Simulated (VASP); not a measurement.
# Si3N4 (I-43d) in VASP: notebook

The runs below take Si3N4 through single point, with PBE.

All numbers are computed with VASP 6.6.1; they aren't measurements. Logs are shortened: lines on timing, memory, paths and dates and some standing lists are left out, and cuts for length are marked.

## (1) The cell of the first run

It takes space group I-43d (No. 220, cubic). The conventional cell has a = 6.475 Å, b = 6.475 Å, c = 6.475 Å, α = 90.00°, β = 90.00°, γ = 90.00°. Si (site symmetry -4) has 4 N at 1.75 Å within 2.3 Å. Within 2.3 Å of N (site symmetry 3) lie 3 Si at 1.75 Å.

## (2) Single point, PBE

Input file INCAR:

```
PREC = Accurate ; ENCUT = 520
EDIFF = 1E-7 ; ISMEAR = 0
SIGMA = 0.05 ; LREAL = False
LASPH = True ; NELM = 80
ALGO = Normal ; ISIF = 2
LWAVE = False ; LCHARG = False
GGA = PE ; NELECT = 63.0
NBANDS = 45
```

Input file KPOINTS:

```
Automatic mesh
0
Gamma
  6 6 6
```

Input file POSCAR:

```
Si3N4
1.0
   -3.2373500000      3.2373500000      3.2373500000
    3.2373500000     -3.2373500000      3.2373500000
    3.2373500000      3.2373500000     -3.2373500000
Si N
6 8
Direct
    0.2500000000      0.1250000000      0.8750000000
    0.8750000000      0.2500000000      0.1250000000
    0.7500000000      0.3750000000      0.6250000000
    0.6250000000      0.7500000000      0.3750000000
    0.1250000000      0.8750000000      0.2500000000
    0.3750000000      0.6250000000      0.7500000000
    0.5628000000      0.5628000000      0.5628000000
    0.4372000000      0.5000000000      0.0000000000
    0.5000000000      0.0000000000      0.9372000000
    0.0000000000      0.4372000000      0.5000000000
    0.9372000000      0.5000000000      0.0000000000
    0.0628000000      0.0628000000      0.0628000000
    0.0000000000      0.9372000000      0.5000000000
    0.5000000000      0.0000000000      0.4372000000
```

Potentials or basis: VASP PAW PBE potentials, release 64 (Si, N).

Launch:

```sh
> cat potpaw_PBE.64/Si/POTCAR potpaw_PBE.64/N/POTCAR > POTCAR
> mpirun -np 1 vasp_std > vasp.out
```

OUTCAR:

```text
PREC = Accurate
   ENCUT = 520
   EDIFF = 1E-7
   ISMEAR = 0
   LREAL = False
   LASPH = True
   NELM = 80
   ISIF = 2
   GGA = PE
   NELECT = 63.0

 ion  position               nearest neighbor table
   1  0.250  0.125  0.875-  12 1.75   9 1.75   8 1.75  13 1.75   4 3.03   6 3.03   2 3.03   5 3.03
                             6 3.03   4 3.03   2 3.03   5 3.03
   2  0.875  0.250  0.125-  10 1.75  11 1.75  12 1.75   9 1.75   5 3.03   6 3.03   1 3.03   6 3.03
                             3 3.03   1 3.03   3 3.03   5 3.03
   3  0.750  0.375  0.625-   7 1.75  10 1.75  11 1.75  14 1.75   6 3.03   5 3.03   4 3.03   5 3.03
                             2 3.03   2 3.03   4 3.03   6 3.03
   4  0.625  0.750  0.375-   7 1.75   8 1.75  13 1.75  14 1.75   3 3.03   5 3.03   1 3.03   6 3.03
                             1 3.03   5 3.03   6 3.03   3 3.03
   5  0.125  0.875  0.250-  11 1.75  12 1.75  13 1.75  14 1.75   1 3.03   4 3.03   3 3.03   2 3.03
                             3 3.03   4 3.03   1 3.03   2 3.03
   6  0.375  0.625  0.750-  10 1.75   8 1.75   9 1.75   7 1.75   4 3.03   1 3.03   2 3.03   1 3.03
                             3 3.03   2 3.03   4 3.03   3 3.03
   7  0.563  0.563  0.563-   4 1.75   3 1.75   6 1.75
   8  0.437  0.500  0.000-   1 1.75   4 1.75   6 1.75
   9  0.500  0.000  0.937-   1 1.75   6 1.75   2 1.75
  10  0.000  0.437  0.500-   6 1.75   3 1.75   2 1.75
  11  0.937  0.500  0.000-   5 1.75   3 1.75   2 1.75
  12  0.063  0.063  0.063-   1 1.75   2 1.75   5 1.75
  13  0.000  0.937  0.500-   1 1.75   4 1.75   5 1.75
  14  0.500  0.000  0.437-   4 1.75   5 1.75   3 1.75

  LATTYP: Found a body centered cubic cell.
 ALAT       =     6.4747000000

  Lattice vectors:

 A1 = (  -3.2373500000,   3.2373500000,   3.2373500000)
 A2 = (   3.2373500000,  -3.2373500000,   3.2373500000)
 A3 = (   3.2373500000,   3.2373500000,  -3.2373500000)

Analysis of symmetry for initial positions (statically):
=====================================================================
 Subroutine PRICEL returns:
 Original cell was already a primitive cell.

 Routine SETGRP: Setting up the symmetry group for a
 body centered cubic supercell.

 Subroutine GETGRP returns: Found 24 space group operations
 (whereof  3 operations were pure point group operations)
 out of a pool of 48 trial point group operations.

The static configuration has the point symmetry C_3 .
 The point group associated with its full space group is T_d .

Analysis of symmetry for dynamics (positions and initial velocities):
=====================================================================
 Subroutine PRICEL returns:
 Original cell was already a primitive cell.

 Routine SETGRP: Setting up the symmetry group for a
 body centered cubic supercell.

 Subroutine GETGRP returns: Found 24 space group operations
 (whereof  3 operations were pure point group operations)
 out of a pool of 48 trial point group operations.

The dynamic configuration has the point symmetry C_3 .
 The point group associated with its full space group is T_d .

 Subroutine INISYM returns: Found 24 space group operations
 (whereof  3 operations are pure point group operations),
 and found     1 'primitive' translations

----------------------------------------------------------------------------------------

                                     Primitive cell

  volume of cell :     135.7153

  direct lattice vectors                    reciprocal lattice vectors
    -3.237350000  3.237350000  3.237350000     0.000000000  0.154447310  0.154447310
     3.237350000 -3.237350000  3.237350000     0.154447310  0.000000000  0.154447310
     3.237350000  3.237350000 -3.237350000     0.154447310  0.154447310  0.000000000

  length of vectors
     5.607254682  5.607254682  5.607254682     0.218421481  0.218421481  0.218421481

  position of ions in fractional coordinates (direct lattice)
     0.250000000  0.125000000  0.875000000
     0.875000000  0.250000000  0.125000000
     0.750000000  0.375000000  0.625000000
     0.625000000  0.750000000  0.375000000
     0.125000000  0.875000000  0.250000000
[... 33 lines left out ...]
 generate k-points for:    6    6    6

 Generating k-lattice:

  Cartesian coordinates                     Fractional coordinates (reciprocal lattice)
     0.000000000  0.025741218  0.025741218     0.166666667  0.000000000  0.000000000
     0.025741218  0.000000000  0.025741218     0.000000000  0.166666667  0.000000000
     0.025741218  0.025741218  0.000000000     0.000000000  0.000000000  0.166666667

  Length of vectors
     0.036403580  0.036403580  0.036403580

  Shift w.r.t. Gamma in fractional coordinates (k-lattice)
     0.000000000  0.000000000  0.000000000

 Subroutine IBZKPT returns following result:
 ===========================================

 Found     16 irreducible k-points:

 Following reciprocal coordinates:
            Coordinates               Weight
  0.000000  0.000000  0.000000      1.000000
  0.166667  0.000000  0.000000     12.000000
  0.333333  0.000000  0.000000     12.000000
  0.500000  0.000000  0.000000      6.000000
  0.166667  0.166667  0.000000     24.000000
  0.333333  0.166667  0.000000     48.000000
[... 8 lines left out ...]
  0.500000  0.500000  0.333333     12.000000
  0.500000  0.500000  0.500000      1.000000
   k-points           NKPTS =     16   k-points in BZ     NKDIM =     16   number of bands    NBANDS=     45
   number of dos      NEDOS =    301   number of ions     NIONS =     14
   total plane-waves  NPLWV =  74088
   dimension x,y,z NGX =    42 NGY =   42 NGZ =   42
   dimension x,y,z NGXF=    84 NGYF=   84 NGZF=   84
   ions per type =               6   8
   NGX,Y,Z   is equivalent  to a cutoff of  12.45, 12.45, 12.45 a.u.
   NGXF,Y,Z  is equivalent  to a cutoff of  24.90, 24.90, 24.90 a.u.
 SYSTEM =  unknown system
   PREC   = accura    normal or accurate (medium, high low for compatibility)
   ISTART =      0    job   : 0-new  1-cont  2-samecut
   ICHARG =      2    charge: 1-file 2-atom 10-const
   ISPIN  =      1    spin polarized calculation?
   LNONCOLLINEAR =      F non collinear calculations
   LSORBIT =      F    spin-orbit coupling
   LASPH  =      T    aspherical Exc in radial PAW
   ENCUT  =  520.0 eV  38.22 Ry    6.18 a.u.  10.43 10.43 10.43*2*pi/ulx,y,z
   NELM   =     80;   NELMIN=  2; NELMDL= -5     # of ELM steps
   EDIFF  = 0.1E-06   stopping-criterion for ELM
   LREAL  =      F    real-space projection
   EDIFFG = 0.1E-05   stopping-criterion for IOM
   NSW    =      0    number of steps for IOM
   IBRION =     -1    ionic relax: 0-MD 1-quasi-New 2-CG
   NFREE  =      0    steps in history (QN), initial steepest desc. (CG)
   ISIF   =      2    stress and relaxation
   ISYM   =      2    0-nonsym 1-usesym 2-fastsym
   POTIM  = 0.5000    time-step for ionic-motion
   TEBEG  =    0.0;   TEEND  =   0.0 temperature during run
   PSTRESS=    0.0 pullay stress
   NELECT =      63.0000    total number of electrons
   NUPDOWN=      -1.0000    fix difference up-down
   EMIN   =  10.00;   EMAX   =-10.00  energy-range for DOS
   EFERMI =   0.00;   METHOD = LEGACY
   ISMEAR =     0;   SIGMA  =   0.05  broadening in eV -4-tet -1-fermi 0-gaus
   EFERMI_NEDOS =   21; number of points for ismear=-14 and -15
   IALGO  =     38    algorithm
   IMIX   =      4    mixing-type and parameters
     AMIX     =   0.40;   BMIX     =  1.00
     AMIX_MAG =   1.60;   BMIX_MAG =  1.00
  volume/ion in A,a.u.               =       9.69        65.42
  Fermi-wavevector in a.u.,A,eV,Ry     =   1.267590  2.395397 21.861618  1.606784
  Thomas-Fermi vector in A             =   2.400730
   LORBIT       =      0    0 simple, 1 ext, 2 COOP (PROOUT), +10 PAW based schemes
   GGA     = PE    functional components
   LHFCALC =     F    Hartree Fock is set to
   AEXX    =    0.0000 exact exchange contribution
   IVDW    =     0    specifies the selected vdW correction
   LEPSILON=     F    determine dielectric tensor
   LRPA    =     F    only Hartree local field effects (RPA)
 non-spin polarized calculation
 Gauss-broadening in eV      SIGMA  =   0.05
  energy-cutoff  :      520.00
  volume of cell :      135.72
 maximum number of plane-waves:      3675
 NGX is ok and might be reduce to    42
   NGX = 21   NGY = 21   NGZ = 21

 number of electron      63.0000001 magnetization

 Free energy of the ion-electron system (eV)
  ---------------------------------------------------
  ext. energy  EPLUGINS =         0.00000000
  ---------------------------------------------------
  free energy    TOTEN  =      -120.75622171 eV

  energy without entropy =     -120.74766348  energy(sigma->0) =     -120.75194259

 E-fermi :   7.4837     XC(G=0): -11.2950

 val. band max:        7.4616137168   @ k =   0.1667   0.0000   0.0000
 cond. band min:       7.5000084215   @ k =   0.1667   0.1667   0.0000
 fundamental gap:      0.0383947047
 Fermi energy:         7.4837288531

 k-point     1 :       0.0000    0.0000    0.0000
  band No.  band energies     occupation
      1     -10.5112      2.00000
      2      -7.6790      2.00000
      3      -7.6790      2.00000
      4      -7.6790      2.00000
      5      -7.1818      2.00000
      6      -7.1818      2.00000
[... 725 lines left out ...]
     42      16.2451      0.00000
     43      16.2451      0.00000
 [bands above 43 left out]

------------------------ aborting loop because EDIFF is reached ----------------------------------------

  FORCE on cell =-STRESS in cart. coord.  units (eV):
  Direction    XX          YY          ZZ          XY          YZ          ZX
  --------------------------------------------------------------------------------------
  -------------------------------------------------------------------------------------
  Total       -9.8297602     -9.8297602     -9.8297602      0.0000000      0.0000000     -0.0000000
  in kB     -116.0444967   -116.0444967   -116.0444967      0.0000000      0.0000000     -0.0000000
  external PRESSURE =    -116.0444967 kB  Pullay stress =       0.0000000 kB

 VOLUME and BASIS-vectors are now :
 -----------------------------------------------------------------------------
  energy-cutoff  :      520.00
  volume of cell :      135.72
      direct lattice vectors                 reciprocal lattice vectors
    -3.237350000  3.237350000  3.237350000     0.000000000  0.154447310  0.154447310
     3.237350000 -3.237350000  3.237350000     0.154447310  0.000000000  0.154447310
     3.237350000  3.237350000 -3.237350000     0.154447310  0.154447310  0.000000000

 POSITION                                       TOTAL-FORCE (eV/Angst)
 -----------------------------------------------------------------------------------
      2.42801      3.23735     -1.61868        -0.000000     -0.000000      0.000000
     -1.61868      2.42801      3.23735        -0.000000     -0.000000      0.000000
      0.80934      3.23735      1.61868        -0.000000     -0.000000      0.000000
      1.61868      0.80934      3.23735        -0.000000     -0.000000      0.000000
      3.23735     -1.61868      2.42801        -0.000000     -0.000000      0.000000
      3.23735      1.61868      0.80934        -0.000000     -0.000000      0.000000
      1.82198      1.82198      1.82198        -0.021040     -0.021040     -0.021040
      0.20331     -0.20331      3.03404        -0.021040      0.021040      0.021040
      1.41537      4.65272     -1.41537         0.021040      0.021040     -0.021040
      3.03404      0.20331     -0.20331         0.021040     -0.021040      0.021040
     -1.41537      1.41537      4.65272        -0.021040      0.021040      0.021040
      0.20331      0.20331      0.20331        -0.021040     -0.021040     -0.021040
      4.65272     -1.41537      1.41537         0.021040     -0.021040      0.021040
     -0.20331      3.03404      0.20331         0.021040      0.021040     -0.021040
 -----------------------------------------------------------------------------------
    total drift:                                0.000001      0.000001      0.000001

  FREE ENERGIE OF THE ION-ELECTRON SYSTEM (eV)
  ---------------------------------------------------
  free  energy   TOTEN  =      -120.7562217077 eV

  energy  without entropy=     -120.7476634762  energy(sigma->0) =     -120.75194259
```

Run time: 2.5 min. Hardware: 1 thread of Intel Xeon Platinum 8259CL at 2.50GHz (Skylake/Cascade Lake), shared host; peak memory 0.28 GiB.

What came out:

```
Free energy   : -120.7562 eV
Largest force : 0.036 eV/Å
```

Forces in eV/Å, atoms in the order of the input:
```
Si   0.000  0.000  0.000
Si   0.000  0.000  0.000
Si   0.000  0.000  0.000
Si   0.000  0.000  0.000
Si   0.000  0.000  0.000
Si   0.000  0.000  0.000
N   -0.021 -0.021 -0.021
N   -0.021  0.021  0.021
N    0.021  0.021 -0.021
N    0.021 -0.021  0.021
N   -0.021  0.021  0.021
N   -0.021 -0.021 -0.021
N    0.021 -0.021  0.021
N    0.021  0.021 -0.021
```

Levels at points of the mesh, in eV from the Fermi level:
```tsv
k point	band 30	band 31	band 32	band 33	band 34	band 35
(0.00, 0.00, 0.00)	-0.07	-0.07	0.02	4.91	4.95	4.95
(0.50, 0.00, 0.00)	-1.16	0.07	0.07	5.28	5.28	6.21
(0.50, 0.50, 0.50)	-1.78	-1.09	-1.09	5.74	5.74	5.74
```

Caveat: the cell carries a net charge on a neutralising background, which shifts energy and pressure; the cell is charged against a uniform background, so pressure and absolute levels hang on convention.

## (3) Single point, PBE

This run uses another cell than the first one, of 10.28 Å³/atom, 1.060 times its volume.

Input file INCAR:

```
SYSTEM = Si3N4
PREC     = Accurate       ! precision mode
ENCUT    = 520            ! plane-wave cutoff, eV
EDIFF    = 1E-7           ! SCF threshold, eV
ISMEAR   = 0              ! smearing method
SIGMA    = 0.05           ! smearing width, eV
LREAL    = .FALSE.        ! projectors in reciprocal space
LASPH    = .TRUE.         ! aspherical terms in the spheres
NELM     = 60             ! most SCF steps
ALGO     = Normal         ! electronic algorithm
ISIF     = 2              ! what is computed and relaxed
LWAVE    = .FALSE.        ! write WAVECAR
LCHARG   = .TRUE.         ! write CHGCAR
GGA      = PE             ! functional
LELF     = .TRUE.         ! ELF
LVHAR    = .TRUE.       
NBANDS   = 45             ! bands
```

Input file KPOINTS:

```
Automatic mesh
0
G
  6 6 6
  0 0 0
```

Changes to POSCAR since step 2:

```diff
@@ -2,5 +2,5 @@
 1.0
-   -3.2373500000      3.2373500000      3.2373500000
-    3.2373500000     -3.2373500000      3.2373500000
-    3.2373500000      3.2373500000     -3.2373500000
+   -3.3008435707      3.3008435707      3.3008435707
+    3.3008435707     -3.3008435707      3.3008435707
+    3.3008435707      3.3008435707     -3.3008435707
 Si N
```

Potentials or basis: VASP PAW PBE potentials, release 64 (Si, N).

Launch:

```sh
> cat potpaw_PBE.64/Si/POTCAR potpaw_PBE.64/N/POTCAR > POTCAR
> mpirun -np 1 vasp_std > vasp.out
```

Run time: 3 min. Hardware: 1 thread of Intel Xeon Platinum 8259CL at 2.50GHz (Skylake/Cascade Lake), shared host; peak memory 0.34 GiB.

It converged, with:

```yaml
Free_energy: -112.8654 eV
Pressure: -12.2 GPa
Largest_force: 0.114 eV/Å
Band_gap_on_the_k_mesh: 3.82 eV, indirect (least direct gap 4.01 eV)
```

Forces on the atoms (eV/Å):
```
Si   0.000  0.000  0.000
Si   0.000  0.000  0.000
Si   0.000  0.000  0.000
Si   0.000  0.000  0.000
Si   0.000  0.000  0.000
Si   0.000  0.000  0.000
N    0.066  0.066  0.066
N    0.066 -0.066 -0.066
N   -0.066 -0.066  0.066
N   -0.066  0.066 -0.066
N    0.066 -0.066 -0.066
N    0.066  0.066  0.066
N   -0.066  0.066 -0.066
N   -0.066 -0.066  0.066
```

Levels at points of the mesh, in eV from the valence-band top:
```
           k point  band 30  band 31  band 32  band 33  band 34  band 35
(0.00, 0.00, 0.00)    -0.16    -0.16    -0.05     3.97     4.29     4.29
(0.50, 0.00, 0.00)    -1.20    -0.02    -0.02     4.81     4.81     5.43
(0.50, 0.50, 0.50)    -1.79    -1.12    -1.12     5.22     5.22     5.22
```

## (4) Single point, PBE

Input file INCAR:

```
SYSTEM = Si3N4
PREC     = Accurate       ! precision mode
ENCUT    = 600            ! plane-wave cutoff, eV
EDIFF    = 1E-6           ! SCF threshold, eV
ISMEAR   = 0              ! smearing method
SIGMA    = 0.05           ! smearing width, eV
LREAL    = .FALSE.        ! projectors in reciprocal space
LASPH    = .TRUE.         ! aspherical terms in the spheres
NELM     = 120            ! most SCF steps
ALGO     = Normal         ! electronic algorithm
ISIF     = 2              ! what is computed and relaxed
LWAVE    = .FALSE.        ! write WAVECAR
LCHARG   = .TRUE.         ! write CHGCAR
GGA      = PE             ! functional
LELF     = .TRUE.         ! ELF
LVHAR    = .TRUE.       
NELECT   = 65.0         
NBANDS   = 45             ! bands
GGA_COMPAT= .FALSE.
```

KPOINTS is that of step 3.

Changes to POSCAR since step 3:

```diff
@@ -2,5 +2,5 @@
 1.0
-   -3.3008435707      3.3008435707      3.3008435707
-    3.3008435707     -3.3008435707      3.3008435707
-    3.3008435707      3.3008435707     -3.3008435707
+   -3.2373500000      3.2373500000      3.2373500000
+    3.2373500000     -3.2373500000      3.2373500000
+    3.2373500000      3.2373500000     -3.2373500000
 Si N
```

Launch:

```sh
> cat potpaw_PBE.64/Si/POTCAR potpaw_PBE.64/N/POTCAR > POTCAR
> mpirun -np 1 vasp_std > vasp.out
```

Run time: 2.3 min. Hardware: 1 thread of AMD EPYC 7R43 (Zen 3), shared host; peak memory 0.3 GiB.

The run converged. Its results:

```
Free energy   : -101.2684 eV
Largest force : 0.035 eV/Å
```

Forces in eV/Å, atoms in the order of the input:
```
Si   0.000  0.000  0.000
Si   0.000  0.000  0.000
Si   0.000  0.000  0.000
Si   0.000  0.000  0.000
Si   0.000  0.000  0.000
Si   0.000  0.000  0.000
N   -0.020 -0.020 -0.020
N   -0.020  0.020  0.020
N    0.020  0.020 -0.020
N    0.020 -0.020  0.020
N   -0.020  0.020  0.020
N   -0.020 -0.020 -0.020
N    0.020 -0.020  0.020
N    0.020  0.020 -0.020
```

Levels at points of the mesh, in eV from the Fermi level:
| k point | band 28 | band 29 | band 30 | band 31 | band 32 | band 33 | band 34 | band 35 | band 36 | band 37 |
| --- | --- | --- | --- | --- | --- | --- | --- | --- | --- | --- |
| (0.00, 0.00, 0.00) | -6.27 | -4.49 | -4.49 | -4.49 | -4.40 | 0.24 | 0.24 | 0.30 | 0.30 | 0.30 |
| (0.50, 0.00, 0.00) | -6.33 | -5.61 | -5.61 | -4.35 | -4.35 | 0.58 | 0.58 | 1.59 | 1.59 | 1.97 |
| (0.50, 0.50, 0.50) | -6.24 | -6.24 | -6.24 | -5.54 | -5.54 | 1.02 | 1.02 | 1.02 | 1.02 | 1.02 |

Caveat: the cell carries a net charge on a neutralising background, which shifts energy and pressure; the cell is charged against a uniform background, so pressure and absolute levels hang on convention.
